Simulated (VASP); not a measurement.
# Sb (Pm-3m) in VASP: notebook

Sb is run at these levels: r2SCAN; tasks: single point, relaxation of cell and atoms.

Everything below comes from runs of VASP 6.6.1. Logs are shortened: lines on timing, memory, paths and dates and some standing lists are left out, and cuts for length are marked.

## Step 1: The cell of the first run

It takes space group Pm-3m (No. 221, cubic). Conventional cell: a = 3.070 Å, b = 3.070 Å, c = 3.070 Å, α = 90.00°, β = 90.00°, γ = 90.00°. Sb (site symmetry m-3m) has 6 Sb at 3.07 Å within 4.0 Å.

This isn't the form of Sb at room conditions, which is rhombohedral.

## Step 2: Single point, r2SCAN

File POSCAR:

```
Sb
1.0
    3.0704495070      0.0000000000      0.0000000000
    0.0000000000      3.0704495070      0.0000000000
    0.0000000000      0.0000000000      3.0704495070
Sb
1
Direct
    0.0000000000      0.0000000000      0.0000000000
```

File INCAR.step1:

```
SYSTEM = Sb
PREC = Accurate
ENCUT = 520
ISMEAR = 0
SIGMA = 0.1
LREAL = .False.
LASPH = .True.
NELM = 100
NBANDS = 8
GGA = PE
ALGO = Normal
EDIFF = 1E-4
LWAVE = .True.
LCHARG = .False.
```

File INCAR.step2:

```
SYSTEM = Sb
PREC = Accurate
ENCUT = 520
EDIFF = 1E-6
ISMEAR = 0
SIGMA = 0.1
LREAL = .False.
LASPH = .True.
NELM = 100
ALGO = Normal
ISIF = 2
LWAVE = .False.
LCHARG = .False.
METAGGA = R2SCAN
LMIXTAU = .True.
NBANDS = 8
ISTART = 1
```

File KPOINTS:

```
regular mesh
0
Gamma
  14 14 14
  0 0 0
```

Potentials or basis: VASP PAW PBE potentials, release 64 (Sb).

Command:

```bash
cat potpaw_PBE.64/Sb/POTCAR > POTCAR
cp INCAR.step1 INCAR
mpirun -np 1 vasp_std > vasp.out
cp INCAR.step2 INCAR
mpirun -np 1 vasp_std > vasp.out
```

OUTCAR:

```text
SYSTEM = Sb
   PREC = Accurate
   ENCUT = 520
   EDIFF = 1E-6
   ISMEAR = 0
   LREAL = .False.
   LASPH = .True.
   NELM = 100
   ISIF = 2
   METAGGA = R2SCAN
   ISTART = 1

 ion  position               nearest neighbor table
   1  0.000  0.000  0.000-

  LATTYP: Found a simple cubic cell.
 ALAT       =     3.0704495070

  Lattice vectors:

 A1 = (   3.0704495070,   0.0000000000,   0.0000000000)
 A2 = (   0.0000000000,   3.0704495070,   0.0000000000)
 A3 = (   0.0000000000,   0.0000000000,   3.0704495070)

Analysis of symmetry for initial positions (statically):
=====================================================================
 Subroutine PRICEL returns:
 Original cell was already a primitive cell.

 Routine SETGRP: Setting up the symmetry group for a
 simple cubic supercell.

 Subroutine GETGRP returns: Found 48 space group operations
 (whereof 48 operations were pure point group operations)
 out of a pool of 48 trial point group operations.

The static configuration has the point symmetry O_h .

Analysis of symmetry for dynamics (positions and initial velocities):
=====================================================================
 Subroutine PRICEL returns:
 Original cell was already a primitive cell.

 Routine SETGRP: Setting up the symmetry group for a
 simple cubic supercell.

 Subroutine GETGRP returns: Found 48 space group operations
 (whereof 48 operations were pure point group operations)
 out of a pool of 48 trial point group operations.

The dynamic configuration has the point symmetry O_h .

 Subroutine INISYM returns: Found 48 space group operations
 (whereof 48 operations are pure point group operations),
 and found     1 'primitive' translations

----------------------------------------------------------------------------------------

                                     Primitive cell

  volume of cell :      28.9472

  direct lattice vectors                    reciprocal lattice vectors
     3.070449507  0.000000000  0.000000000     0.325685212  0.000000000  0.000000000
     0.000000000  3.070449507  0.000000000     0.000000000  0.325685212  0.000000000
     0.000000000  0.000000000  3.070449507     0.000000000  0.000000000  0.325685212

  length of vectors
     3.070449507  3.070449507  3.070449507     0.325685212  0.325685212  0.325685212

  position of ions in fractional coordinates (direct lattice)
     0.000000000  0.000000000  0.000000000

  ion indices of the primitive-cell ions
   primitive index   ion index
                 1           1

----------------------------------------------------------------------------------------

 KPOINTS: regular mesh

Automatic generation of k-mesh.
 Grid dimensions read from file:
 generate k-points for:   14   14   14

 Generating k-lattice:

  Cartesian coordinates                     Fractional coordinates (reciprocal lattice)
     0.023263229  0.000000000  0.000000000     0.071428571  0.000000000  0.000000000
     0.000000000  0.023263229  0.000000000     0.000000000  0.071428571  0.000000000
     0.000000000  0.000000000  0.023263229     0.000000000  0.000000000  0.071428571

  Length of vectors
     0.023263229  0.023263229  0.023263229

  Shift w.r.t. Gamma in fractional coordinates (k-lattice)
     0.000000000  0.000000000  0.000000000

 Subroutine IBZKPT returns following result:
 ===========================================

 Found    120 irreducible k-points:

 Following reciprocal coordinates:
            Coordinates               Weight
  0.000000  0.000000  0.000000      1.000000
  0.071429  0.000000  0.000000      6.000000
  0.142857  0.000000  0.000000      6.000000
  0.214286  0.000000  0.000000      6.000000
  0.285714  0.000000  0.000000      6.000000
  0.357143  0.000000  0.000000      6.000000
[... 16 lines left out ...]
  0.285714  0.214286  0.000000     24.000000
  0.357143  0.214286  0.000000     24.000000
 [... further k-points ...]
   k-points           NKPTS =    120   k-points in BZ     NKDIM =    120   number of bands    NBANDS=      8
   number of dos      NEDOS =    301   number of ions     NIONS =      1
   total plane-waves  NPLWV =  13824
   dimension x,y,z NGX =    24 NGY =   24 NGZ =   24
   dimension x,y,z NGXF=    48 NGYF=   48 NGZF=   48
   ions per type =               1
   NGX,Y,Z   is equivalent  to a cutoff of  12.99, 12.99, 12.99 a.u.
   NGXF,Y,Z  is equivalent  to a cutoff of  25.99, 25.99, 25.99 a.u.
 SYSTEM =  Sb
   PREC   = accura    normal or accurate (medium, high low for compatibility)
   ISTART =      1    job   : 0-new  1-cont  2-samecut
   ICHARG =      0    charge: 1-file 2-atom 10-const
   ISPIN  =      1    spin polarized calculation?
   LNONCOLLINEAR =      F non collinear calculations
   LSORBIT =      F    spin-orbit coupling
   LASPH  =      T    aspherical Exc in radial PAW
   ENCUT  =  520.0 eV  38.22 Ry    6.18 a.u.   5.71  5.71  5.71*2*pi/ulx,y,z
   NELM   =    100;   NELMIN=  2; NELMDL=  0     # of ELM steps
   EDIFF  = 0.1E-05   stopping-criterion for ELM
   LREAL  =      F    real-space projection
   EDIFFG = 0.1E-04   stopping-criterion for IOM
   NSW    =      0    number of steps for IOM
   IBRION =     -1    ionic relax: 0-MD 1-quasi-New 2-CG
   NFREE  =      0    steps in history (QN), initial steepest desc. (CG)
   ISIF   =      2    stress and relaxation
   ISYM   =      2    0-nonsym 1-usesym 2-fastsym
   POTIM  = 0.5000    time-step for ionic-motion
   TEBEG  =    0.0;   TEEND  =   0.0 temperature during run
   PSTRESS=    0.0 pullay stress
   NELECT =       5.0000    total number of electrons
   NUPDOWN=      -1.0000    fix difference up-down
   EMIN   =  10.00;   EMAX   =-10.00  energy-range for DOS
   EFERMI =   0.00;   METHOD = LEGACY
   ISMEAR =     0;   SIGMA  =   0.10  broadening in eV -4-tet -1-fermi 0-gaus
   EFERMI_NEDOS =   21; number of points for ismear=-14 and -15
   IALGO  =     38    algorithm
   IMIX   =      4    mixing-type and parameters
     AMIX     =   0.40;   BMIX     =  1.00
     AMIX_MAG =   1.60;   BMIX_MAG =  1.00
  volume/ion in A,a.u.               =      28.95       195.35
  Fermi-wavevector in a.u.,A,eV,Ry     =   0.911723  1.722906 11.309689  0.831239
  Thomas-Fermi vector in A             =   2.036035
   LORBIT       =      0    0 simple, 1 ext, 2 COOP (PROOUT), +10 PAW based schemes
   METAGGA = R2SCAN    functional components
   LHFCALC =     F    Hartree Fock is set to
   AEXX    =    0.0000 exact exchange contribution
   IVDW    =     0    specifies the selected vdW correction
   LEPSILON=     F    determine dielectric tensor
   LRPA    =     F    only Hartree local field effects (RPA)
 non-spin polarized calculation
 Gauss-broadening in eV      SIGMA  =   0.10
  energy-cutoff  :      520.00
  volume of cell :       28.95
 maximum number of plane-waves:       804
 NGX is ok and might be reduce to    24
   NGX = 11   NGY = 11   NGZ = 11

 number of electron       4.9999999 magnetization

 Free energy of the ion-electron system (eV)
  ---------------------------------------------------
  ext. energy  EPLUGINS =         0.00000000
  ---------------------------------------------------
  free energy    TOTEN  =       -25.64363757 eV

  energy without entropy =      -25.64042276  energy(sigma->0) =      -25.64203017

 E-fermi :   7.4120     XC(G=0): -10.2427

 val. band max:        7.4087151108   @ k =   0.5000   0.2857   0.2857
 cond. band min:       7.4288183808   @ k =   0.2857   0.2143   0.0000
 fundamental gap:      0.0201032700
 Fermi energy:         7.4119558720

 k-point     1 :       0.0000    0.0000    0.0000
  band No.  band energies     occupation
      1      -5.7709      2.00000
      2      10.9701      0.00000
      3      10.9701      0.00000
      4      10.9701      0.00000
      5      14.7209      0.00000
      6      14.7209      0.00000
      7      16.7914      0.00000
      8      26.0713      0.00000

 k-point     2 :       0.0714    0.0000    0.0000
  band No.  band energies     occupation
      1      -5.6903      2.00000
      2       9.9469      0.00000
      3      11.0507      0.00000
      4      11.0507      0.00000
      5      14.7829      0.00000
      6      15.4294      0.00000
      7      17.2724      0.00000
      8      25.3801      0.00000

 k-point     3 :       0.1429    0.0000    0.0000
  band No.  band energies     occupation
      1      -5.4505      2.00000
      2       8.1013      0.00000
      3      11.2867      0.00000
      4      11.2867      0.00000
      5      14.9676      0.00000
      6      16.1000      0.00000
      7      18.9328      0.00000
      8      24.1494      0.00000

 k-point     4 :       0.2143    0.0000    0.0000
  band No.  band energies     occupation
      1      -5.0586      2.00000
      2       6.2079      2.00000
      3      11.6593      0.00000
      4      11.6593      0.00000
      5      15.2706      0.00000
      6      16.5565      0.00000
      7      21.1050      0.00000
      8      22.8532      0.00000

 k-point     5 :       0.2857    0.0000    0.0000
  band No.  band energies     occupation
      1      -4.5334      2.00000
      2       4.4521      2.00000
      3      12.1306      0.00000
      4      12.1306      0.00000
      5      15.6803      0.00000
      6      17.0663      0.00000
      7      21.6234      0.00000
      8      21.6234      0.00000

 k-point     6 :       0.3571    0.0000    0.0000
  band No.  band energies     occupation
      1      -3.9218      2.00000
      2       2.9367      2.00000
      3      12.6318      0.00000
      4      12.6318      0.00000
      5      16.1662      0.00000
      6      17.6845      0.00000
      7      20.5640      0.00000
      8      20.5640      0.00000

 k-point     7 :       0.4286    0.0000    0.0000
  band No.  band energies     occupation
      1      -3.3472      2.00000
      2       1.8114      2.00000
      3      13.0444      0.00000
      4      13.0444      0.00000
      5      16.6392      0.00000
      6      18.3912      0.00000
      7      19.8107      0.00000
      8      19.8107      0.00000
[... 133 lines left out ...]
 k-point    20 :       0.4286    0.1429    0.0000
  band No.  band energies     occupation
      1      -3.0209      2.00000
      2       2.1097      2.00000
      3      10.2914      0.00000
      4      13.3740      0.00000
      5      15.8146      0.00000
      6      17.8095      0.00000
      7      20.0027      0.00000
      8      20.0459      0.00000

 k-point    21 :       0.5000    0.1429    0.0000
  band No.  band energies     occupation
      1      -2.7557      2.00000
      2       1.6598      2.00000
      3      10.4890      0.00000
      4      13.5421      0.00000
      5      15.4969      0.00000
      6      18.1540      0.00000
      7      19.6557      0.00000
      8      19.7651      0.00000

 k-point    22 :       0.2143    0.2143    0.0000
  band No.  band energies     occupation
      1      -4.3444      2.00000
      2       6.5985      2.00000
      3       7.2001      1.99726
      4      12.3558      0.00000
      5      16.3692      0.00000
      6      17.9669      0.00000
      7      20.9527      0.00000
      8      22.3221      0.00000

 k-point    23 :       0.2857    0.2143    0.0000
  band No.  band energies     occupation
      1      -3.8168      2.00000
      2       5.0939      2.00000
      3       7.4288      0.81152
      4      12.8328      0.00000
      5      16.1033      0.00000
      6      17.2416      0.00000
      7      21.6960      0.00000
      8      22.1239      0.00000

 k-point    24 :       0.3571    0.2143    0.0000
  band No.  band energies     occupation
      1      -3.2007      2.00000
      2       3.5916      2.00000
      3       7.9446      0.00000
      4      13.3411      0.00000
      5      15.0016      0.00000
      6      17.6575      0.00000
      7      21.0803      0.00000
      8      21.3897      0.00000

 [... further k-points ...]

------------------------ aborting loop because EDIFF is reached ----------------------------------------

  FORCE on cell =-STRESS in cart. coord.  units (eV):
  Direction    XX          YY          ZZ          XY          YZ          ZX
  --------------------------------------------------------------------------------------
  -------------------------------------------------------------------------------------
  Total        0.1868653      0.1868653      0.1868653     -0.0000000      0.0000000     -0.0000000
  in kB       10.3426875     10.3426875     10.3426875     -0.0000000      0.0000000     -0.0000000
  external PRESSURE =      10.3426875 kB  Pullay stress =       0.0000000 kB

 VOLUME and BASIS-vectors are now :
 -----------------------------------------------------------------------------
  energy-cutoff  :      520.00
  volume of cell :       28.95
      direct lattice vectors                 reciprocal lattice vectors
     3.070449507  0.000000000  0.000000000     0.325685212  0.000000000  0.000000000
     0.000000000  3.070449507  0.000000000     0.000000000  0.325685212  0.000000000
     0.000000000  0.000000000  3.070449507     0.000000000  0.000000000  0.325685212

 POSITION                                       TOTAL-FORCE (eV/Angst)
 -----------------------------------------------------------------------------------
      0.00000      0.00000      0.00000         0.000000      0.000000      0.000000
 -----------------------------------------------------------------------------------
    total drift:                                0.000000      0.000000     -0.000000

  FREE ENERGIE OF THE ION-ELECTRON SYSTEM (eV)
  ---------------------------------------------------
  free  energy   TOTEN  =       -25.6436375722 eV

  energy  without entropy=      -25.6404227647  energy(sigma->0) =      -25.64203017
```

It took 40 s on 1 thread of Intel Xeon Platinum 8375C at 2.90GHz (Ice Lake), shared host; peak memory 0.16 GiB.

What came out:

- Free energy: -25.6436 eV
- Pressure: 1.0 GPa
- Band gap on the k mesh: zero (an odd number of electrons rules out a gap without spin polarisation)

Caveat: the PAW data sets were made with another functional, which shifts forces and pressure a little; spin-orbit coupling is left out, which moves the levels of the heavy elements.

(Part 1 of 3 ends here.)
